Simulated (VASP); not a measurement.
Set up this calculation in VASP 6.6.1, as the native input.

```
Task                   : relaxation of cell and atoms
Functional             : PBE
Potentials or basis    : VASP PAW PBE potentials, release 64 (Bi_d, F)
Cutoff                 : 600 eV
k mesh                 : 4 × 4 × 4
Occupations            : gaussian, width 0.1 eV
Spin                   : no spin polarisation
Dipole correction      : no
Further INCAR settings : ALGO = Normal; EDIFF = 1e-06; IBRION = 2; EDIFFG = -0.04; NSW = 90; ISIF = 3
```

The structure of Bi3F lies in POSCAR:

```
Bi3F
1.0
    3.7651808600      0.0000000000      0.0000000000
    0.0000000000      3.7651808600      0.0000000000
    0.0000000000      0.0000000000      7.2711190600
Bi F
3 1
Direct
    0.5000000000      0.5000000000      0.2365449100
    0.5000000000      0.5000000000      0.7634550900
    0.0000000000      0.0000000000      0.5000000000
    0.0000000000      0.0000000000      0.0000000000
```

These files were run (other wordings do the same):

INCAR

```
SYSTEM = Bi3F
ALGO = Normal
EDIFF = 1E-6
EDIFFG = -0.04
ENCUT = 600
GGA = PE
IBRION = 2
ISIF = 3
ISMEAR = 0
LASPH = .TRUE.
LCHARG = .FALSE.
LREAL = .FALSE.
LWAVE = .FALSE.
NELM = 60
NSW = 90
PREC = Accurate
SIGMA = 0.1
```

KPOINTS

```
k-points
0
G
  4 4 4
  0 0 0
```

Potentials or basis: VASP PAW PBE potentials, release 64 (Bi_d, F).

Run with:

```sh
$ cat potpaw_PBE.64/Bi_d/POTCAR potpaw_PBE.64/F/POTCAR > POTCAR
$ mpirun -np 1 vasp_std > vasp.out
```

It gave:

```
Relaxed volume                         : 26.24 Å³/atom
Relaxed cell                           : a = 3.945 Å, b = 3.945 Å, c = 6.744 Å, α = 90.00°, β = 90.00°, γ = 90.00°
Space group after relaxing (to 0.05 Å) : P4/mmm (No. 123)
Energy gained by relaxing              : 33.3 meV/atom
Ionic steps                            : 15
Pressure after relaxing                : 0.0 GPa
Largest force after relaxing           : 0.003 eV/Å
Band gap on the k mesh                 : zero (band 26 reaches 7.72 eV, above the bottom of band 27 at 5.45 eV)
```

Caveat: the k points lie up to 0.40 Å⁻¹ apart in the final cell; spin-orbit coupling is left out, which moves the levels of the heavy elements.

It took 5.7 min on 1 thread of AMD EPYC 9R45 96-Core Processor (Zen 5), with other jobs on the host, peak memory 0.22 GiB.
